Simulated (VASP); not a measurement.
Set up this calculation in VASP 6.6.1, as the native input.

```
Task                   : single point
Functional             : PBE
Potentials or basis    : VASP PAW PBE potentials, release 64 (Hf_pv, Pt)
Cutoff                 : 520 eV
k mesh                 : 6 × 6 × 6
Occupations            : gaussian, width 0.1 eV
Spin                   : no spin polarisation
Dipole correction      : no
Further INCAR settings : ALGO = Fast; EDIFF = 1e-06; NBANDS = 39
```

The structure of HfPt2 lies in POSCAR:

```
HfPt2
1.0
   -2.1282905371      3.3409211919      3.6172689942
    2.1282905371     -3.3409211919      3.6172689942
    2.1282905371      3.3409211919     -3.6172689942
Hf Pt
2 4
Direct
    0.2970000000      0.5470000000      0.7500000000
    0.7030000000      0.4530000000      0.2500000000
    0.1030000000      0.1630000000      0.9400000000
    0.7230000000      0.1630000000      0.5600000000
    0.2770000000      0.8370000000      0.4400000000
    0.8970000000      0.8370000000      0.0600000000
```

One way to write it, as run:

INCAR

```
SYSTEM = HfPt2
  PREC = Accurate
  ENCUT = 520
  EDIFF = 1E-6
  ISMEAR = 0
  SIGMA = 0.1
  LREAL = .FALSE.
  LASPH = .TRUE.
  NELM = 60
  ALGO = Fast
  ISIF = 2
  LWAVE = .FALSE.
  LCHARG = .FALSE.
  GGA = PE
  NBANDS = 39
```

KPOINTS

```
Automatic mesh
0
G
  6 6 6
  0 0 0
```

Potentials or basis: VASP PAW PBE potentials, release 64 (Hf_pv, Pt).

Run with:

```sh
$ cat potpaw_PBE.64/Hf_pv/POTCAR potpaw_PBE.64/Pt/POTCAR > POTCAR
$ mpirun -np 1 vasp_std > vasp.out
```

It gave:

```
Pressure               : 18.4 GPa
Largest force          : 2.360 eV/Å
Band gap on the k mesh : zero (bands 30 and 31 overlap by 0.73 eV)
```

Caveat: the stress differs along the axes, from 13 to 22 GPa; spin-orbit coupling is left out, which moves the levels of the heavy elements; forces of over 1 eV/Å act on the atoms, so gaps and moduli don't describe the material at rest.

Wall time 110 s on 1 thread of Intel(R) Xeon(R) 6975P-C (Granite Rapids), with other jobs on the host, peak memory 0.33 GiB.
